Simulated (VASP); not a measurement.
## P: single point with r2SCAN

The system is P.

```
CELL_PARAMETERS angstrom
3.96992 0.00000 0.00000
-1.98496 3.43805 0.00000
0.00000 0.00000 4.91669
ATOMIC_POSITIONS crystal
P 0.00000 0.00000 0.25000
P 0.00000 0.00000 0.75000
P 0.33333 0.66667 0.75000
P 0.66667 0.33333 0.25000
```

This isn't the form of P at room conditions, which is orthorhombic.

| Item | Value |
| --- | --- |
| Program | VASP 6.6.1 |
| Task | single point |
| Functional | r2SCAN |
| Potentials or basis | VASP PAW PBE potentials, release 64 (P) |
| Cutoff | 520 eV |
| k mesh | 15 × 15 × 6 |
| Occupations | gaussian, width 0.1 eV |
| Spin | no spin polarisation |

```yaml
Pressure: -0.5 GPa
Band_gap_on_the_k_mesh: zero (bands 10 and 11 overlap by 1.42 eV)
```

Stress tensor (GPa, compression positive):
```
-0.56  0.00  0.00
 0.00 -0.56  0.00
 0.00  0.00 -0.25
```

Levels at points of the mesh, in eV from the Fermi level:
| k point | band 8 | band 9 | band 10 | band 11 | band 12 | band 13 |
| --- | --- | --- | --- | --- | --- | --- |
| (0.00, 0.00, 0.00) | -4.01 | -3.01 | 0.42 | 0.71 | 0.71 | 1.61 |
| (0.00, 0.00, 0.50) | -4.67 | -2.41 | -2.41 | 0.58 | 0.58 | 0.58 |

It took 6.3 min on 1 thread of Intel Xeon 8259CL (shared host), peak memory 0.24 GiB.

Caveat: the PAW data sets were made with another functional, which shifts forces and pressure a little.
